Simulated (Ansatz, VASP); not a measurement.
One calculation of W, two programs

Contents of INCAR:

```
SYSTEM = W
  ALGO = Normal
  EDIFF = 1E-6
  ENCUT = 520
  ISIF = 2
  ISMEAR = -1
  LASPH = .True.
  LCHARG = .False.
  LREAL = .False.
  LWAVE = .False.
  NBANDS = 13
  NELM = 80
  PREC = Accurate
  SIGMA = 0.08
```

The input KPOINTS:

```
k-points
0
Gamma
  19 19 19
  0 0 0
```

The input POSCAR:

```
W
1.0
   -1.4550601212      1.4550601212      1.4550601212
    1.4550601212     -1.4550601212      1.4550601212
    1.4550601212      1.4550601212     -1.4550601212
W
1
Direct
    0.0000000000      0.0000000000      0.0000000000
```

Input for Ansatz:

```yaml
crystal:
  lattice:
    - [-1.4550601212, 1.4550601212, 1.4550601212]
    - [1.4550601212, -1.4550601212, 1.4550601212]
    - [1.4550601212, 1.4550601212, -1.4550601212]
  atoms:
    - { symbol: W, position: [0.0, 0.0, 0.0] }
kpoints:
  mp_grid: { grid: [19, 19, 19] }
scf:
  occupations: { method: fermi_dirac, width: 0.08 }
hamiltonian:
  xc: lda
  pseudopotentials: { kind: all_electron, lapw: { basis_error: 0.001 } }
output:
  forces: true
  stress: true
  eigenvalues: true
  populations: true
```

Change from the starting cell: volume scaled by 0.8, LAPW.

Alike in both runs: task single point; functional LDA; k mesh 19 × 19 × 19; occupations fermi-dirac, width 0.08 eV; no spin polarisation.

|  | VASP | Ansatz |
| --- | --- | --- |
| version | VASP 6.6.1 | Ansatz 0.2.0 |
| potentials or method | VASP PAW LDA potentials, release 64 (W_sv), cutoff 520 eV | all-electron LAPW, scalar-relativistic |

Ansatz gave:

* pressure (GPa): 117.3

Q: Which values does VASP return?

A: Pressure (GPa): 123.5.

LDA's correlation is that of Perdew and Zunger in VASP and of Perdew and Wang (1992) in Ansatz. Both programs put the cell under a high pressure, so it lies far from rest at this level. Ansatz ran all-electron here, and VASP with PAW potentials.

Neither program's run includes spin-orbit coupling. Noted on VASP's run: the cell as given lies far from equilibrium.
